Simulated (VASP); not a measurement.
Runs of VASP 6.6.1 on ZrC. The structure is that of space group Fm-3m (No. 225), or close to it. The cells are those of the table. 

```csv
level,potentials or basis,cell,gap on the mesh (eV),pressure (GPa)
PBE,"VASP PAW PBE potentials, release 64 (Zr_sv, C)","a = 3.191 Å, angles 60.0°, 2 atoms",none,37.1
PBE,"VASP PAW PBE potentials, release 64 (Zr_sv, C)","a = 3.362 Å, angles 60.0°, 2 atoms",none,-5.9
PBE,"VASP PAW PBE potentials, release 64 (Zr_sv, C)","a = 3.296 Å, angles 60.0°, 2 atoms",none,7.5
LDA,"VASP PAW LDA potentials, release 64 (Zr_sv, C)","a = 3.330 Å, angles 60.0°, 2 atoms",none,(a)
```

Alike in all rows: no spin polarisation; k mesh 20 × 20 × 20; cutoff (eV) 520.

Fill in the values left out.

(a) -9.2.

Caveats: the cell stands under pressure (at least some runs); the cell stands under tension (at least some runs).

A k mesh can miss the band edges, and the runs leave out spin-orbit coupling on Zr.

A gap of «none» marks levels without a gap at the run's occupations.
